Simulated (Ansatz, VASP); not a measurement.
Two plane-wave programs on Au

```
Au
1.0
    -1.58246    1.58246    1.58246
     1.58246   -1.58246    1.58246
     1.58246    1.58246   -1.58246
Au
1
Direct
  0.00000 0.00000 0.00000
```

Alike in both runs: task single point; functional PBE; k mesh 22 × 22 × 22; occupations fermi-dirac, width 0.1 eV; no spin polarisation.

```csv
,VASP,Ansatz
version,VASP 6.6.1,Ansatz 0.2.0
potentials or method,"VASP PAW PBE potentials, release 64 (Au), cutoff 520 eV","plane waves (420 eV) with PAW, scalar-relativistic"
valence electrons in the cell,11,19
```

```csv
,VASP,Ansatz,Ansatz less VASP
pressure (GPa),25.4,25.8,+0.42
```

VASP's potentials hold 11 valence electrons a cell and Ansatz's 19, so a difference there can come from the potentials and not from the codes.

Spin-orbit coupling is off throughout.
